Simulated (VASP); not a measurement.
Input of a VASP 6.6.1 run:

File INCAR:

```
ALGO = Normal ; EDIFF = 1E-6
ENCUT = 500 ; GGA = PE
GGA_COMPAT = False ; ISIF = 2
ISMEAR = -1 ; ISPIN = 2
LASPH = True ; LCHARG = True
LELF = True ; LMAXMIX = 4
LORBIT = 11 ; LREAL = False
LVHAR = True ; LWAVE = False
MAGMOM = 0.5 -0.5 ; NBANDS = 21
NELM = 200 ; PREC = Accurate
SIGMA = 0.05
```

Contents of KPOINTS:

```
k-points
0
Gamma
  16 16 16
```

File POSCAR:

```
Pd
1.0
    3.1373983922      0.0000000000      0.0000000000
    0.0000000000      3.1373983922      0.0000000000
    0.0000000000      0.0000000000      3.1373983922
Pd
2
Direct
    0.0000000000      0.0000000000      0.0000000000
    0.5000000000      0.5000000000      0.5000000000
```

Potentials or basis: VASP PAW PBE potentials, release 64 (Pd).

Run with:

```sh
$ cat potpaw_PBE.64/Pd/POTCAR > POTCAR
$ mpirun -np 1 vasp_std > vasp.out
```

What does it give for the net moment?

0.00 μB per cell.

Predict the pressure.

-0.2 GPa.
